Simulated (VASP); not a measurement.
MoS2, 3 atoms in the cell. The structure is trigonal, space group P-3m1 (No. 164). The conventional cell has a = 3.227 Å, b = 3.227 Å, c = 6.312 Å, α = 90.00°, β = 90.00°, γ = 120.00°. Within 3.2 Å of Mo (site symmetry -3m) lie 6 S at 2.42 Å. S (site symmetry 3m) has 3 Mo at 2.42 Å within 3.2 Å. 

```yaml
Program: VASP 6.6.1
Task: single point
Functional: LDA
Potentials_or_basis: VASP PAW LDA potentials, release 64 (Mo_sv, S)
Cutoff: 500 eV
k_mesh: 6 × 6 × 3
Occupations: fermi-dirac, width 0.1 eV
Spin: no spin polarisation
Dipole_correction: no
Further_INCAR_settings: ALGO = Normal; EDIFF = 1e-06; NBANDS = 20
```

Potentials or basis: VASP PAW LDA potentials, release 64 (Mo_sv, S).

Launch:

```sh
$ cat potpaw_LDA.64/Mo_sv/POTCAR potpaw_LDA.64/S/POTCAR > POTCAR
$ mpirun -np 1 vasp_std > vasp.out
```

Hardware: 1 thread of Intel(R) Xeon(R) Platinum 8488C (Sapphire Rapids), with other jobs on the host.

Q: How long does it take, and how much memory?

A: Run time: 13 s on 1 thread of Intel(R) Xeon(R) Platinum 8488C (Sapphire Rapids) (shared host), peak memory 0.15 GiB. Counts: scf iterations 14, k points 17.
